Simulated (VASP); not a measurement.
# BaTiO3 (R3m) in VASP: single point with LDA

Aim: the single point of BaTiO3 with LDA.

Program: VASP 6.6.1. These are calculated values, not measurements. Logs are shortened: lines on timing, memory, paths and dates and some standing lists are left out, and cuts for length are marked.

### Step 1. The cell of the first run

It takes space group R3m (No. 160, trigonal). The conventional cell has a = 5.655 Å, b = 5.655 Å, c = 6.955 Å, α = 90.00°, β = 90.00°, γ = 120.00°. Ba (site symmetry 3m) has 12 O at 2.79 to 2.89 Å and 8 Ti at 3.37 to 3.59 Å within 3.7 Å. Ti (site symmetry 3m) has 6 O at 1.87 to 2.14 Å within 2.5 Å. Within 2.5 Å of O (site symmetry m) lie 2 Ti at 1.87 to 2.14 Å.

### Step 2. Single point, LDA

Contents of INCAR:

```
PREC     = Accurate       # precision mode
ENCUT    = 1340           # plane-wave cutoff, eV
EDIFF    = 1E-6           # SCF threshold, eV
ISMEAR   = 0              # smearing method
SIGMA    = 0.01           # smearing width, eV
LREAL    = F              # projectors in reciprocal space
LASPH    = T              # aspherical terms in the spheres
NELM     = 120            # most SCF steps
ALGO     = Normal         # electronic algorithm
ISIF     = 2              # what is computed and relaxed
LWAVE    = F              # write WAVECAR
LCHARG   = F              # write CHGCAR
GGA      = CA             # functional
NBANDS   = 28             # bands
GGA_COMPAT= F
```

Contents of KPOINTS:

```
Automatic mesh
0
Gamma
  4 4 4
  0.5 0.5 0.5
```

Contents of POSCAR:

```
BaTiO3
1.0
    2.8273665000      1.6323808099      2.3183933333
   -2.8273665000      1.6323808099      2.3183933333
    0.0000000000     -3.2647616197      2.3183933333
Ba Ti O
1 1 3
Direct
    0.0000000000      0.0000000000      0.0000000000
    0.4845003333      0.4845003333      0.4845003333
    0.5086005000      0.5086005000      0.0175000000
    0.0175000000      0.5086005000      0.5086005000
    0.5086005000      0.0175000000      0.5086005000
```

Potentials or basis: VASP PAW LDA potentials, release 64 (Ba_sv, Ti_sv, O_h).

On the command line:

```bash
$ cat potpaw_LDA.64/Ba_sv/POTCAR potpaw_LDA.64/Ti_sv/POTCAR potpaw_LDA.64/O_h/POTCAR > POTCAR
$ mpirun -np 1 vasp_std > vasp.out
```

OUTCAR:

```text
PREC = Accurate
   ENCUT = 1340
   EDIFF = 1E-6
   ISMEAR = 0
   LREAL = F
   LASPH = T
   NELM = 120
   ISIF = 2
   GGA = CA

 ion  position               nearest neighbor table
   1  0.000  0.000  0.000-   4 2.79   5 2.79   3 2.79   5 2.83   4 2.83   4 2.83   5 2.83   3 2.83
                             3 2.83   4 2.89   5 2.89   3 2.89   2 3.37   2 3.43   2 3.43   2 3.43
   2  0.485  0.485  0.485-   3 1.87   4 1.87   5 1.87   3 2.14   4 2.14   5 2.14   1 3.37   1 3.43
                             1 3.43   1 3.43   1 3.50   1 3.50   1 3.50   1 3.59
   3  0.509  0.509  0.017-   2 1.87   2 2.14   1 2.79   1 2.83   1 2.83   1 2.89
   4  0.017  0.509  0.509-   2 1.87   2 2.14   1 2.79   1 2.83   1 2.83   1 2.89
   5  0.509  0.017  0.509-   2 1.87   2 2.14   1 2.79   1 2.83   1 2.83   1 2.89

  LATTYP: Found a trigonal (rhomboedric) cell.
 ALAT       =     4.0041998054
 COS(alpha) =     0.0028448624

  Lattice vectors:

 A1 = (   2.8273665000,   1.6323808099,   2.3183933333)
 A2 = (  -2.8273665000,   1.6323808099,   2.3183933333)
 A3 = (   0.0000000000,  -3.2647616197,   2.3183933333)

Analysis of symmetry for initial positions (statically):
=====================================================================
 Subroutine PRICEL returns:
 Original cell was already a primitive cell.

 Routine SETGRP: Setting up the symmetry group for a
 trigonal (rhombohedral) supercell.

 Subroutine GETGRP returns: Found  6 space group operations
 (whereof  6 operations were pure point group operations)
 out of a pool of 12 trial point group operations.

The static configuration has the point symmetry C_3v.

Analysis of symmetry for dynamics (positions and initial velocities):
=====================================================================
 Subroutine PRICEL returns:
 Original cell was already a primitive cell.

 Routine SETGRP: Setting up the symmetry group for a
 trigonal (rhombohedral) supercell.

 Subroutine GETGRP returns: Found  6 space group operations
 (whereof  6 operations were pure point group operations)
 out of a pool of 12 trial point group operations.

The dynamic configuration has the point symmetry C_3v.

 Subroutine INISYM returns: Found  6 space group operations
 (whereof  6 operations are pure point group operations),
 and found     1 'primitive' translations

----------------------------------------------------------------------------------------

                                     Primitive cell

  volume of cell :      64.2010

  direct lattice vectors                    reciprocal lattice vectors
     2.827366500  1.632380810  2.318393333     0.176843009  0.102100359  0.143777731
    -2.827366500  1.632380810  2.318393333    -0.176843009  0.102100359  0.143777731
     0.000000000 -3.264761620  2.318393333     0.000000000 -0.204200718  0.143777731

  length of vectors
     4.004199805  4.004199805  4.004199805     0.249739803  0.249739803  0.249739803

  position of ions in fractional coordinates (direct lattice)
     0.000000000  0.000000000  0.000000000
     0.484500333  0.484500333  0.484500333
     0.508600500  0.508600500  0.017500000
     0.017500000  0.508600500  0.508600500
     0.508600500  0.017500000  0.508600500

  ion indices of the primitive-cell ions
   primitive index   ion index
                 1           1
                 2           2
                 3           3
                 4           4
                 5           5

----------------------------------------------------------------------------------------

 KPOINTS: Automatic mesh

Automatic generation of k-mesh.
 Grid dimensions read from file:
 generate k-points for:    4    4    4

 Generating k-lattice:

  Cartesian coordinates                     Fractional coordinates (reciprocal lattice)
     0.044210752  0.025525090  0.035944433     0.250000000  0.000000000  0.000000000
    -0.044210752  0.025525090  0.035944433     0.000000000  0.250000000  0.000000000
     0.000000000 -0.051050179  0.035944433     0.000000000  0.000000000  0.250000000

  Length of vectors
     0.062434951  0.062434951  0.062434951

  Shift w.r.t. Gamma in fractional coordinates (k-lattice)
     0.500000000  0.500000000  0.500000000

 Subroutine IBZKPT returns following result:
 ===========================================

 Found     10 irreducible k-points:

 Following reciprocal coordinates:
            Coordinates               Weight
  0.125000  0.125000  0.125000      2.000000
  0.375000  0.125000  0.125000      6.000000
 -0.375000  0.125000  0.125000      6.000000
 -0.125000  0.125000  0.125000      6.000000
  0.375000  0.375000  0.125000      6.000000
 -0.375000  0.375000  0.125000     12.000000
 -0.125000  0.375000  0.125000     12.000000
 -0.375000 -0.375000  0.125000      6.000000
  0.375000  0.375000  0.375000      2.000000
 -0.375000  0.375000  0.375000      6.000000
   k-points           NKPTS =     10   k-points in BZ     NKDIM =     10   number of bands    NBANDS=     28
   number of dos      NEDOS =    301   number of ions     NIONS =      5
   total plane-waves  NPLWV = 110592
   dimension x,y,z NGX =    48 NGY =   48 NGZ =   48
   dimension x,y,z NGXF=    96 NGYF=   96 NGZF=   96
   ions per type =               1   1   3
   NGX,Y,Z   is equivalent  to a cutoff of  19.93, 19.93, 19.93 a.u.
   NGXF,Y,Z  is equivalent  to a cutoff of  39.86, 39.86, 39.86 a.u.
 SYSTEM =  unknown system
   PREC   = accura    normal or accurate (medium, high low for compatibility)
   ISTART =      0    job   : 0-new  1-cont  2-samecut
   ICHARG =      2    charge: 1-file 2-atom 10-const
   ISPIN  =      1    spin polarized calculation?
   LNONCOLLINEAR =      F non collinear calculations
   LSORBIT =      F    spin-orbit coupling
   LASPH  =      T    aspherical Exc in radial PAW
   ENCUT  = 1340.0 eV  98.49 Ry    9.92 a.u.  11.95 11.95 11.95*2*pi/ulx,y,z
   NELM   =    120;   NELMIN=  2; NELMDL= -5     # of ELM steps
   EDIFF  = 0.1E-05   stopping-criterion for ELM
   LREAL  =      F    real-space projection
   EDIFFG = 0.1E-04   stopping-criterion for IOM
   NSW    =      0    number of steps for IOM
   IBRION =     -1    ionic relax: 0-MD 1-quasi-New 2-CG
   NFREE  =      0    steps in history (QN), initial steepest desc. (CG)
   ISIF   =      2    stress and relaxation
   ISYM   =      2    0-nonsym 1-usesym 2-fastsym
   POTIM  = 0.5000    time-step for ionic-motion
   TEBEG  =    0.0;   TEEND  =   0.0 temperature during run
   PSTRESS=    0.0 pullay stress
   NELECT =      40.0000    total number of electrons
   NUPDOWN=      -1.0000    fix difference up-down
   EMIN   =  10.00;   EMAX   =-10.00  energy-range for DOS
   EFERMI =   0.00;   METHOD = LEGACY
   ISMEAR =     0;   SIGMA  =   0.01  broadening in eV -4-tet -1-fermi 0-gaus
   EFERMI_NEDOS =   21; number of points for ismear=-14 and -15
   IALGO  =     38    algorithm
   IMIX   =      4    mixing-type and parameters
     AMIX     =   0.40;   BMIX     =  1.00
     AMIX_MAG =   1.60;   BMIX_MAG =  1.00
  volume/ion in A,a.u.               =      12.84        86.65
  Fermi-wavevector in a.u.,A,eV,Ry     =   1.398237  2.642285 26.600304  1.955067
  Thomas-Fermi vector in A             =   2.521415
   LORBIT       =      0    0 simple, 1 ext, 2 COOP (PROOUT), +10 PAW based schemes
   GGA     = CA    functional components
   LHFCALC =     F    Hartree Fock is set to
   AEXX    =    0.0000 exact exchange contribution
   IVDW    =     0    specifies the selected vdW correction
   LEPSILON=     F    determine dielectric tensor
   LRPA    =     F    only Hartree local field effects (RPA)
 non-spin polarized calculation
 Gauss-broadening in eV      SIGMA  =   0.01
  energy-cutoff  :     1340.00
  volume of cell :       64.20
 maximum number of plane-waves:      7165
   NGX = 23   NGY = 23   NGZ = 23

 number of electron      40.0000000 magnetization

 Free energy of the ion-electron system (eV)
  ---------------------------------------------------
  ext. energy  EPLUGINS =         0.00000000
  ---------------------------------------------------
  free energy    TOTEN  =       -44.17229209 eV

  energy without entropy =      -44.17229209  energy(sigma->0) =      -44.17229209

 E-fermi :   3.7624     XC(G=0): -11.7203

 val. band max:        3.6405503232   @ k =   0.3750   0.3750   0.3750
 cond. band min:       6.3513587315   @ k =  -0.1250   0.1250   0.1250
 fundamental gap:      2.7108084083
 Fermi energy:         3.7623762119

 k-point     1 :       0.1250    0.1250    0.1250
  band No.  band energies     occupation
      1     -51.7297      2.00000
      2     -28.3973      2.00000
      3     -28.3973      2.00000
      4     -28.3908      2.00000
      5     -20.7797      2.00000
      6     -12.6816      2.00000
[... 20 lines left out ...]
     27       9.5942      0.00000
     28      11.7071      0.00000

 k-point     2 :       0.3750    0.1250    0.1250
  band No.  band energies     occupation
      1     -51.7289      2.00000
      2     -28.4337      2.00000
      3     -28.3956      2.00000
      4     -28.3909      2.00000
      5     -20.7016      2.00000
      6     -12.7574      2.00000
[... 20 lines left out ...]
     27      11.2875      0.00000
     28      12.4631      0.00000

 k-point     3 :      -0.3750    0.1250    0.1250
  band No.  band energies     occupation
      1     -51.7289      2.00000
      2     -28.4339      2.00000
      3     -28.3956      2.00000
      4     -28.3908      2.00000
      5     -20.7010      2.00000
      6     -12.7602      2.00000
[... 20 lines left out ...]
     27      11.2785      0.00000
     28      12.4564      0.00000

 k-point     4 :      -0.1250    0.1250    0.1250
  band No.  band energies     occupation
      1     -51.7297      2.00000
      2     -28.3981      2.00000
      3     -28.3973      2.00000
      4     -28.3901      2.00000
      5     -20.7791      2.00000
      6     -12.6840      2.00000
[... 20 lines left out ...]
     27       9.5878      0.00000
     28      11.6883      0.00000

 k-point     5 :       0.3750    0.3750    0.1250
  band No.  band energies     occupation
      1     -51.7282      2.00000
      2     -28.4332      2.00000
      3     -28.4290      2.00000
      4     -28.3915      2.00000
      5     -20.6433      2.00000
      6     -12.4292      2.00000
[... 20 lines left out ...]
     27      12.0390      0.00000
     28      12.7017      0.00000

 k-point     6 :      -0.3750    0.3750    0.1250
  band No.  band energies     occupation
      1     -51.7282      2.00000
      2     -28.4338      2.00000
      3     -28.4285      2.00000
      4     -28.3914      2.00000
      5     -20.6428      2.00000
      6     -12.4291      2.00000
[... 20 lines left out ...]
     27      12.0189      0.00000
     28      12.6910      0.00000

 k-point     7 :      -0.1250    0.3750    0.1250
  band No.  band energies     occupation
      1     -51.7289      2.00000
      2     -28.4338      2.00000
      3     -28.3960      2.00000
      4     -28.3904      2.00000
      5     -20.7012      2.00000
      6     -12.7574      2.00000
[... 20 lines left out ...]
     27      11.2692      0.00000
     28      12.4585      0.00000

 k-point     8 :      -0.3750   -0.3750    0.1250
  band No.  band energies     occupation
      1     -51.7282      2.00000
      2     -28.4332      2.00000
      3     -28.4291      2.00000
      4     -28.3914      2.00000
      5     -20.6430      2.00000
      6     -12.4260      2.00000
[... 20 lines left out ...]
     27      12.0030      0.00000
     28      12.7086      0.00000

 k-point     9 :       0.3750    0.3750    0.3750
  band No.  band energies     occupation
      1     -51.7274      2.00000
      2     -28.4313      2.00000
      3     -28.4313      2.00000
      4     -28.4243      2.00000
      5     -20.5918      2.00000
      6     -12.0566      2.00000
[... 20 lines left out ...]
     27      11.7679      0.00000
     28      11.7679      0.00000

 k-point    10 :      -0.3750    0.3750    0.3750
  band No.  band energies     occupation
      1     -51.7274      2.00000
      2     -28.4318      2.00000
      3     -28.4313      2.00000
      4     -28.4238      2.00000
      5     -20.5915      2.00000
      6     -12.0507      2.00000
[... 20 lines left out ...]
     27      11.6658      0.00000
     28      11.8083      0.00000

------------------------ aborting loop because EDIFF is reached ----------------------------------------

  FORCE on cell =-STRESS in cart. coord.  units (eV):
  Direction    XX          YY          ZZ          XY          YZ          ZX
  --------------------------------------------------------------------------------------
  -------------------------------------------------------------------------------------
  Total       -1.6232134     -1.6232134     -1.6619250      0.0000000     -0.0000000      0.0000000
  in kB      -40.5083213    -40.5083213    -41.4743931      0.0000000     -0.0000000      0.0000000
  external PRESSURE =     -40.8303453 kB  Pullay stress =       0.0000000 kB

 VOLUME and BASIS-vectors are now :
 -----------------------------------------------------------------------------
  energy-cutoff  :     1340.00
  volume of cell :       64.20
      direct lattice vectors                 reciprocal lattice vectors
     2.827366500  1.632380810  2.318393333     0.176843009  0.102100359  0.143777731
    -2.827366500  1.632380810  2.318393333    -0.176843009  0.102100359  0.143777731
     0.000000000 -3.264761620  2.318393333     0.000000000 -0.204200718  0.143777731

 POSITION                                       TOTAL-FORCE (eV/Angst)
 -----------------------------------------------------------------------------------
      0.00000      0.00000      0.00000         0.000000     -0.000000     -0.136876
      0.00000      0.00000      3.36979         0.000000      0.000000      0.130137
      0.00000      1.60333      2.39884         0.000000      0.023642      0.002246
     -1.38852     -0.80166      2.39884        -0.020474     -0.011821      0.002246
      1.38852     -0.80166      2.39884         0.020474     -0.011821      0.002246
 -----------------------------------------------------------------------------------
    total drift:                               -0.000000      0.000002     -0.001449

  FREE ENERGIE OF THE ION-ELECTRON SYSTEM (eV)
  ---------------------------------------------------
  free  energy   TOTEN  =       -44.1722920914 eV

  energy  without entropy=      -44.1722920914  energy(sigma->0) =      -44.17229209
```

It took 78 s on 1 thread of Intel Xeon Platinum 8259CL at 2.50GHz (Skylake/Cascade Lake), shared host; peak memory 0.32 GiB.

What came out:

```
Free energy            : -44.1723 eV
Pressure               : -4.1 GPa
Largest force          : 0.137 eV/Å
Band gap on the k mesh : 2.71 eV (least direct gap 3.00 eV)
```

Forces in eV/Å, atoms in the order of the input:
```
Ba   0.000  0.000 -0.137
Ti   0.000  0.000  0.130
O    0.000  0.024  0.002
O   -0.020 -0.012  0.002
O    0.020 -0.012  0.002
```

Stress tensor (GPa, compression positive):
```
-4.05  0.00  0.00
 0.00 -4.05  0.00
 0.00  0.00 -4.15
```

Caveat: the cell stands under tension; spin-orbit coupling is left out, which moves the levels of the heavy elements; a shifted mesh leaves out Γ, where band edges can lie.
